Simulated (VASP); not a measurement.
# BN (P1) in VASP: notebook, part 2 of 2

VASP 6.6.1. The steps go on from the part before.

## 5. Single point, PBE

This run uses another cell than the first one, of 6.28 Å³/atom, 1.054 times its volume.

Input file INCAR:

```
SYSTEM = BN
PREC     = Accurate       ! precision mode
ENCUT    = 520            ! plane-wave cutoff, eV
EDIFF    = 1E-7           ! SCF threshold, eV
ISMEAR   = 0              ! smearing method
SIGMA    = 0.05           ! smearing width, eV
LREAL    = .False.        ! projectors in reciprocal space
LASPH    = .True.         ! aspherical terms in the spheres
NELM     = 100            ! most SCF steps
ALGO     = Normal         ! electronic algorithm
ISIF     = 2              ! what is computed and relaxed
LWAVE    = .False.        ! write WAVECAR
LCHARG   = .True.         ! write CHGCAR
GGA      = PE             ! functional
LELF     = .True.         ! ELF
LVHAR    = .True.       
NBANDS   = 16             ! bands
```

Input file KPOINTS:

```
Automatic mesh
0
Gamma
  6 6 6
  0 0 0
```

Input file POSCAR:

```
BN
1.0
    0.0000000000     -1.8123937734     -1.8607846871
   -1.8607846871      0.0000000000     -1.8607846871
    1.8607846871      1.8123937734     -3.7215693743
B N
2 2
Direct
   -0.0079968350      0.0356553883      0.0000000000
    0.5079968350      0.4643446117      0.5000000000
    0.3668163164      0.4114884879      0.8750000000
    0.8831836836      0.8385115121      0.3750000000
```

Potentials or basis: VASP PAW PBE potentials, release 64 (B, N).

Launch:

```console
> cat potpaw_PBE.64/B/POTCAR potpaw_PBE.64/N/POTCAR > POTCAR
> mpirun -np 1 vasp_std > vasp.out
```

OUTCAR:

```text
SYSTEM = BN
   PREC = Accurate
   ENCUT = 520
   EDIFF = 1E-7
   ISMEAR = 0
   LREAL = .False.
   LASPH = .True.
   NELM = 100
   ISIF = 2
   GGA = PE

 ion  position               nearest neighbor table
   1  0.992  0.036  0.000-   3 1.60   3 1.60   3 1.60   4 1.61
   2  0.508  0.464  0.500-   4 1.60   4 1.60   4 1.60   3 1.61
   3  0.367  0.411  0.875-   1 1.60   1 1.60   1 1.60   2 1.61
   4  0.883  0.839  0.375-   2 1.60   2 1.60   2 1.60   1 1.61

  LATTYP: Found a base centered monoclinic cell.
 ALAT       =     4.4792995058
 B/A-ratio  =     0.5874907310
 C/A-ratio  =     1.0000000000
 COS(beta)  =    -0.3097092819

  Lattice vectors:

 A1 = (   1.8607846871,  -1.8123937734,   0.0000000000)
 A2 = (   0.0000000000,  -1.8123937734,  -1.8607846871)
 A3 = (   1.8607846871,   3.6247875468,  -1.8607846872)

Analysis of symmetry for initial positions (statically):
=====================================================================
 Subroutine PRICEL returns:
 Original cell was already a primitive cell.

 Routine SETGRP: Setting up the symmetry group for a
 base centered monoclinic supercell.

 Subroutine GETGRP returns: Found  1 space group operations
 (whereof  1 operations were pure point group operations)
[... 167 lines left out ...]

 E-fermi :   7.2173     XC(G=0): -12.5332

 val. band max:        6.8906265755   @ k =   0.0000   0.0000   0.0000
 cond. band min:      10.7960473369   @ k =   0.5000   0.0000   0.5000
 fundamental gap:      3.9054207614
 Fermi energy:         7.2172765930

 k-point     1 :       0.0000    0.0000    0.0000
  band No.  band energies     occupation
      1     -12.8738      2.00000
      2      -8.9276      2.00000
      3      -3.4433      2.00000
      4       4.7171      2.00000
      5       5.0695      2.00000
      6       6.5102      2.00000
[... 433 lines left out ...]
      3      -2.3319      2.00000
      4      -1.4132      2.00000
      5       0.8112      2.00000
      6       2.1665      2.00000
[... 8 lines left out ...]
     15      21.4874      0.00000
     16      23.0808      0.00000

 [... further k-points ...]
[... 5 lines left out ...]
  --------------------------------------------------------------------------------------
  -------------------------------------------------------------------------------------
  Total       -3.7551443     -1.0449695     -3.5829944      0.0863475     -0.0470555     -0.1503436
  in kB     -239.6803404    -66.6974780   -228.6924973      5.5113185     -3.0034192     -9.5960078
  external PRESSURE =    -178.3567719 kB  Pullay stress =       0.0000000 kB

 VOLUME and BASIS-vectors are now :
 -----------------------------------------------------------------------------
  energy-cutoff  :      520.00
  volume of cell :       25.10
      direct lattice vectors                 reciprocal lattice vectors
     0.000000000 -1.812393773 -1.860784687     0.134351922 -0.413817356 -0.134351922
    -1.860784687  0.000000000 -1.860784687    -0.403055767  0.137939119 -0.134351922
     1.860784687  1.812393773 -3.721569374     0.134351922  0.137939119 -0.134351922

 POSITION                                       TOTAL-FORCE (eV/Angst)
 -----------------------------------------------------------------------------------
     -0.06635     -1.79790     -1.91225         0.583953     -0.124704      0.478320
      0.06635     -0.01449     -3.67010        -0.619925      0.133019     -0.458267
      0.86250      0.92103     -4.70463         0.827647     -0.173750      0.634508
     -0.86250     -0.92103     -4.59929        -0.791675      0.165435     -0.654561
 -----------------------------------------------------------------------------------
    total drift:                               -0.000061     -0.000065      0.000061

  FREE ENERGIE OF THE ION-ELECTRON SYSTEM (eV)
  ---------------------------------------------------
  free  energy   TOTEN  =       -34.6487766921 eV

  energy  without entropy=      -34.6487766921  energy(sigma->0) =      -34.64877669
```

stdout:

```text
POSCAR found type information on POSCAR B N
 POSCAR found :  2 types and       4 ions
 scaLAPACK will be used
 LDA part: xc-table for (Slater+PW92), standard interpolation
 POSCAR, INCAR and KPOINTS ok, starting setup
 FFT: planning ... GRIDC
 FFT: planning ... GRID_SOFT
 FFT: planning ... GRID
 WAVECAR not read
 entering main loop
```

Run time: 17 s. Hardware: 1 thread of Intel Xeon 6975P-C (Granite Rapids), shared host; peak memory 0.16 GiB.

Results:

* Free energy: -34.6488 eV
* Pressure: -17.8 GPa
* Largest force: 1.057 eV/Å
* Band gap on the k mesh: 3.91 eV, indirect (least direct gap 5.65 eV)

Forces in eV/Å, atoms in the order of the input:
```
B    0.584 -0.125  0.478
B   -0.620  0.133 -0.458
N    0.828 -0.174  0.635
N   -0.792  0.165 -0.655
```

Caveat: the k points lie up to 0.48 Å⁻¹ apart; forces of over 1 eV/Å act on the atoms, so gaps and moduli don't describe the material at rest. A k mesh can miss the band edges.

## 6. Single point, PBE

This run uses another cell than the first one, of 6.28 Å³/atom, 1.054 times its volume.

Input file INCAR:

```
SYSTEM = BN
PREC     = Accurate       ! precision mode
ENCUT    = 520            ! plane-wave cutoff, eV
EDIFF    = 1E-6           ! SCF threshold, eV
ISMEAR   = 0              ! smearing method
SIGMA    = 0.05           ! smearing width, eV
LREAL    = .False.        ! projectors in reciprocal space
LASPH    = .True.         ! aspherical terms in the spheres
NELM     = 60             ! most SCF steps
ALGO     = Normal         ! electronic algorithm
ISIF     = 2              ! what is computed and relaxed
LWAVE    = .False.        ! write WAVECAR
LCHARG   = .False.        ! write CHGCAR
GGA      = PE             ! functional
NBANDS   = 16             ! bands
```

KPOINTS is that of step 5.

Input file POSCAR:

```
BN
1.0
    0.0000000000     -1.8123937734     -1.8607846871
   -1.8607846871      0.0000000000     -1.8607846871
    1.8607846871      1.8123937734     -3.7215693743
B N
2 2
Direct
   -0.0063974680      0.0285243107      0.0000000000
    0.5063974680      0.4714756893      0.5000000000
    0.3684530531      0.4041907904      0.8750000000
    0.8815469469      0.8458092096      0.3750000000
```

Potentials or basis: VASP PAW PBE potentials, release 64 (B, N).

Launch:

```console
> cat potpaw_PBE.64/B/POTCAR potpaw_PBE.64/N/POTCAR > POTCAR
> mpirun -np 1 vasp_std > vasp.out
```

Run time: 17 s. Hardware: 1 thread of Intel Xeon 6975P-C (Granite Rapids), shared host; peak memory 0.15 GiB.

It converged, with:

```
Free energy            : -34.7055 eV
Pressure               : -17.8 GPa
Largest force          : 0.843 eV/Å
Band gap on the k mesh : 3.93 eV
```

Forces on the atoms (eV/Å):
```
B    0.472 -0.101  0.383
B   -0.496  0.106 -0.369
N    0.659 -0.137  0.508
N   -0.636  0.132 -0.521
```

Stress tensor (GPa, compression positive):
```
-23.48   0.33  -0.60
  0.33  -7.10  -0.17
 -0.60  -0.17 -22.78
```

Levels at points of the mesh, in eV from the valence-band top:
```
           k point  band 6  band 7  band 8  band 9  band 10  band 11
(0.00, 0.00, 0.00)   -0.33   -0.26    0.00    8.20     8.26     8.38
(0.50, 0.00, 0.00)   -4.88   -3.77   -3.76    6.80     6.84    11.57
(0.00, 0.50, 0.00)   -4.90   -3.52   -3.49    7.10     7.33    11.62
(0.50, 0.50, 0.50)   -4.98   -3.50   -3.49    7.15     7.31    11.72
(0.50, 0.50, 0.00)   -4.66   -2.18   -1.83    4.33     8.81     9.01
(0.00, 0.50, 0.50)   -4.65   -2.18   -1.82    4.31     8.72     9.01
(0.00, 0.00, 0.50)   -1.41   -1.08   -1.03    8.42     8.54     9.63
(0.50, 0.00, 0.50)   -4.98   -2.27   -1.76    3.93     8.36     8.92
```

Caveat: the k points lie up to 0.48 Å⁻¹ apart.

## 7. Summary

```csv
cell,gap on the mesh (eV),pressure (GPa),largest force (eV/Å)
"a = 2.563, b = 2.563, c = 4.439 Å, angles 73.2, 73.2, 60.0°, 4 atoms",4.36,0.1,0.82
"a = 2.580, b = 2.597, c = 4.489 Å, angles 73.2, 72.6, 59.8°, 4 atoms",4.14,-9.4,1.05
"a = 2.598, b = 2.632, c = 4.538 Å, angles 73.1, 72.0, 59.6°, 4 atoms",3.93,-17.8,0.84
```

Some of these runs hold the atoms at other places in the same cell, which the table doesn't show; runs alike in all that it shows share one row.

Alike in all rows: task single point; level PBE; potentials or basis VASP PAW PBE potentials, release 64 (B, N); no spin polarisation; k mesh 6 × 6 × 6; cutoff (eV) 520; smearing gaussian 0.05 eV.

Caveats: all runs use coarse meshes; forces of over 1 eV/Å act on the atoms, so gaps and moduli don't describe the material at rest (some runs).

Total energies depend on the potentials used, so only differences within one code and one set of settings carry meaning.
